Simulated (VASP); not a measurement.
# Sb (I4/mmm) in VASP: a series of runs, part 2 of 2

VASP 6.6.1. Earlier steps stand in the parts before.

## (4) Single point, PBE (zz strain of +3 %)

The input, INCAR:

```
  PREC = Accurate
  ENCUT = 520
  EDIFF = 1E-6
  ISMEAR = -1
  SIGMA = 0.05
  LREAL = F
  LASPH = T
  NELM = 60
  ALGO = Normal
  ISIF = 2
  LWAVE = F
  LCHARG = F
  GGA = PE
  NBANDS = 8
```

The input, KPOINTS:

```
Automatic mesh
0
Gamma
  12 12 12
```

The input, POSCAR:

```
Sb
1.0
    0.0000000000      2.3050000000      2.3741500000
    2.3050000000      0.0000000000      2.3741500000
    2.3050000000      2.3050000000      0.0000000000
Sb
1
Direct
    0.0000000000      0.0000000000      0.0000000000
```

Potentials or basis: VASP PAW PBE potentials, release 64 (Sb).

Started as:

```bash
cat potpaw_PBE.64/Sb/POTCAR > POTCAR
mpirun -np 1 vasp_std > vasp.out
```

OUTCAR:

```text
PREC = Accurate
   ENCUT = 520
   EDIFF = 1E-6
   ISMEAR = -1
   LREAL = F
   LASPH = T
   NELM = 60
   ISIF = 2
   GGA = PE

 ion  position               nearest neighbor table
   1  0.000  0.000  0.000-

  LATTYP: Found a body centered tetragonal cell.
 ALAT       =     3.2597622613
 C/A-ratio  =     1.4566399692

  Lattice vectors:

 A1 = (  -2.3050000000,   0.0000000000,   2.3741500000)
 A2 = (   2.3050000000,   0.0000000000,   2.3741500000)
 A3 = (   0.0000000000,   2.3050000000,  -2.3741500000)

Analysis of symmetry for initial positions (statically):
=====================================================================
 Subroutine PRICEL returns:
 Original cell was already a primitive cell.

 Routine SETGRP: Setting up the symmetry group for a
 body centered tetragonal supercell.

 Subroutine GETGRP returns: Found 16 space group operations
 (whereof 16 operations were pure point group operations)
 out of a pool of 16 trial point group operations.

The static configuration has the point symmetry D_4h.

[... 159 lines left out ...]

 val. band max:        9.4484305272   @ k =   0.5000   0.0833   0.4167
 cond. band min:       9.5088649757   @ k =  -0.3333   0.1667   0.0000
 fundamental gap:      0.0604344485
 Fermi energy:         9.4512862472

 k-point     1 :       0.0000    0.0000    0.0000
  band No.  band energies     occupation
      1      -4.0530      2.00000
      2      15.2129      0.00000
      3      15.2129      0.00000
      4      15.2255      0.00000
      5      19.4521      0.00000
      6      19.6430      0.00000
      7      19.6453      0.00000
      8      19.6453      0.00000
[... 243 lines left out ...]
 k-point    24 :      -0.4167    0.1667    0.0000
  band No.  band energies     occupation
      1       0.4484      2.00000
      2       3.7813      2.00000
      3       9.6750      0.02255
      4      12.7403      0.00000
      5      16.4605      0.00000
      6      20.5054      0.00000
      7      20.6574      0.00000
      8      23.2234      0.00000

 [... further k-points ...]

------------------------ aborting loop because EDIFF is reached ----------------------------------------

  FORCE on cell =-STRESS in cart. coord.  units (eV):
  Direction    XX          YY          ZZ          XY          YZ          ZX
  --------------------------------------------------------------------------------------
  -------------------------------------------------------------------------------------
  Total        0.8989684      0.8989684      1.0667373      0.0000000     -0.0000000      0.0000000
  in kB       57.0919632     57.0919632     67.7466833      0.0000000     -0.0000000      0.0000000
  external PRESSURE =      60.6435366 kB  Pullay stress =       0.0000000 kB

 VOLUME and BASIS-vectors are now :
 -----------------------------------------------------------------------------
  energy-cutoff  :      520.00
  volume of cell :       25.23
      direct lattice vectors                 reciprocal lattice vectors
     0.000000000  2.305000000  2.374150000    -0.216919740  0.216919740  0.210601689
     2.305000000  0.000000000  2.374150000     0.216919740 -0.216919740  0.210601689
     2.305000000  2.305000000  0.000000000     0.216919740  0.216919740 -0.210601689

 POSITION                                       TOTAL-FORCE (eV/Angst)
 -----------------------------------------------------------------------------------
      0.00000      0.00000      0.00000         0.000000     -0.000000      0.000000
 -----------------------------------------------------------------------------------
    total drift:                                0.000000      0.000000      0.000000

  FREE ENERGIE OF THE ION-ELECTRON SYSTEM (eV)
  ---------------------------------------------------
  free  energy   TOTEN  =        -3.7850565097 eV

  energy  without entropy=       -3.7790526949  energy(sigma->0) =       -3.78205460
```

OSZICAR:

```text
N       E                     dE             d eps       ncg     rms          rms(c)
DAV:   1     0.511948612321E+01    0.51195E+01   -0.16889E+03  2616   0.413E+02
DAV:   2    -0.368979158473E+01   -0.88093E+01   -0.84210E+01  3672   0.527E+01
DAV:   3    -0.378963224035E+01   -0.99841E-01   -0.98465E-01  3160   0.619E+00
DAV:   4    -0.378990837353E+01   -0.27613E-03   -0.27613E-03  4088   0.406E-01
DAV:   5    -0.378990879577E+01   -0.42224E-06   -0.42195E-06  3312   0.105E-02    0.192E+00
DAV:   6    -0.378682158914E+01    0.30872E-02   -0.13211E-03  3376   0.197E-01    0.110E+00
DAV:   7    -0.378505229769E+01    0.17693E-02   -0.29017E-03  2960   0.292E-01    0.470E-02
DAV:   8    -0.378505634350E+01   -0.40458E-05   -0.36923E-05  3888   0.483E-02    0.654E-03
DAV:   9    -0.378505650973E+01   -0.16623E-06   -0.54416E-07  3488   0.583E-03
   1 F= -.37850565E+01 E0= -.37820546E+01  d E =-.600381E-02
```

stdout:

```text
POSCAR found type information on POSCAR Sb
 POSCAR found :  1 types and       1 ions
 scaLAPACK will be used
 LDA part: xc-table for (Slater+PW92), standard interpolation
 POSCAR, INCAR and KPOINTS ok, starting setup
 FFT: planning ... GRIDC
 FFT: planning ... GRID_SOFT
 FFT: planning ... GRID
 WAVECAR not read
 entering main loop
```

Run time: 30 s. Hardware: 1 thread of Intel Xeon 8259CL, shared host; peak memory 0.17 GiB.

What came out:

- Free energy: -3.7851 eV
- Pressure: 6.1 GPa
- Band gap on the k mesh: zero (an odd number of electrons rules out a gap without spin polarisation)

Levels at points of the mesh, in eV from the Fermi level:
```tsv
k point	band 1	band 2	band 3	band 4	band 5
(0.00, 0.00, 0.00)	-13.50	5.76	5.76	5.77	10.00
(0.50, 0.00, 0.00)	-9.37	-6.30	3.64	4.17	8.37
(0.50, 0.50, 0.00)	-7.84	-5.49	0.61	0.61	4.45
(0.50, 0.00, 0.50)	-7.41	-5.25	0.10	0.33	4.02
```

Caveat: the cell differs from its parent crystal (zz strain of +3 %); the cell stands under pressure; spin-orbit coupling is left out, which moves the levels of the heavy elements.

## (5) Overview

```tsv
cell	gap on the mesh (eV)	pressure (GPa)
a = 3.227, b = 3.227, c = 3.260 Å, angles 59.7, 59.7, 60.7°, 1 atom	none	10.7
a = 3.276, b = 3.276, c = 3.260 Å, angles 60.2, 60.2, 59.7°, 1 atom	none	7.7
a = 3.309, b = 3.309, c = 3.260 Å, angles 60.5, 60.5, 59.0°, 1 atom	none	6.1
```

Alike in all rows: task single point; level PBE; potentials or basis VASP PAW PBE potentials, release 64 (Sb); no spin polarisation; k mesh 12 × 12 × 12; cutoff (eV) 520; smearing fermi-dirac 0.05 eV.

Caveats: the cell stands under pressure; spin-orbit coupling is left out, which moves the levels of the heavy elements.

Total energies depend on the potentials used, so only differences within one code and one set of settings carry meaning.
